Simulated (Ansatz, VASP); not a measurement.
## Two plane-wave programs on EuO

Contents of INCAR:

```
SYSTEM = EuO
PREC = Accurate
ENCUT = 600
EDIFF = 1E-6
ISMEAR = 0
SIGMA = 0.05
LREAL = .FALSE.
LASPH = .TRUE.
NELM = 200
ALGO = Normal
ISIF = 2
LWAVE = .FALSE.
LCHARG = .FALSE.
ISPIN = 2
MAGMOM = 7.2 -0.11
LORBIT = 11
LMAXMIX = 6
LDAU = .TRUE.
LDAUTYPE = 2
LDAUL = 3 -1
LDAUU = 6 0
LDAUJ = 0 0
LDAUPRINT = 1
GGA = PE
NBANDS = 22
GGA_COMPAT = .FALSE.
```

KPOINTS

```
Automatic mesh
0
G
  10 10 10
  0 0 0
```

The input POSCAR:

```
EuO
1.0
    0.0000000000      2.3198406860      2.3198406860
    2.3198406860      0.0000000000      2.3198406860
    2.3198406860      2.3198406860      0.0000000000
Eu O
1 1
Direct
    0.0000000000      0.0000000000      0.0000000000
    0.5000000000      0.5000000000      0.5000000000
```

Input for Ansatz:

```yaml
crystal:
  lattice:
    - [0.0, 2.319840686, 2.319840686]
    - [2.319840686, 0.0, 2.319840686]
    - [2.319840686, 2.319840686, 0.0]
  atoms:
    - { symbol: Eu, position: [0.0, 0.0, 0.0], spin: 7.25 }
    - { symbol: O, position: [0.5, 0.5, 0.5] }
basis:
  ecutwfc: 420
  ecutrho_ratio: 4
kpoints:
  mp_grid: { grid: [10, 10, 10] }
hamiltonian:
  xc: pbe
  hubbard:
    sites:
      - { species: Eu, l: f, u_eff: 6.0, starting_ns: start.occupation_matrices }
    ns_hold: { iters: 6 }
scf:
  occupations: { method: gaussian, width: 0.05 }
  lower_state_search: "off"
output:
  forces: true
  stress: true
  eigenvalues: true
  populations: true
  hubbard: { sites: [{ species: Eu, l: f }] }
magnetization:
  spin_polarized: true
```

Alike in both runs: task single point; functional PBE; k mesh 10 × 10 × 10; occupations gaussian, width 0.05 eV; collinear spin; Hubbard terms Eu f U = 6.0 eV.

```csv
,VASP,Ansatz
version,VASP 6.6.1,Ansatz 0.2.0
potentials or method,"VASP PAW PBE potentials, release 64 (Eu, O), cutoff 600 eV","scalar-relativistic, plane waves, PAW"
valence electrons in the cell,23,23
```

Ansatz gave:

| Property | Result |
| --- | --- |
| gap on the k mesh at the Fermi level (eV) | none |
| net moment per atom (μB) | 3.49 |
| size of the moment on the site where the two differ most (μB) | 6.55 |

Question: Which values does VASP return?

Answer: gap on the k mesh at the Fermi level (eV): none; net moment per atom (μB): 3.49; size of the moment on the site where the two differ most (μB): 6.70.

Site moments also hang on the region over which each program counts them. The programs project onto different local orbitals, so the same U acts differently, and such runs can settle in different states. A gap of «none» marks a metal or a gap that the smearing closes. Ansatz's warnings: filled band counts differ across k points.

Neither program's run includes spin-orbit coupling.
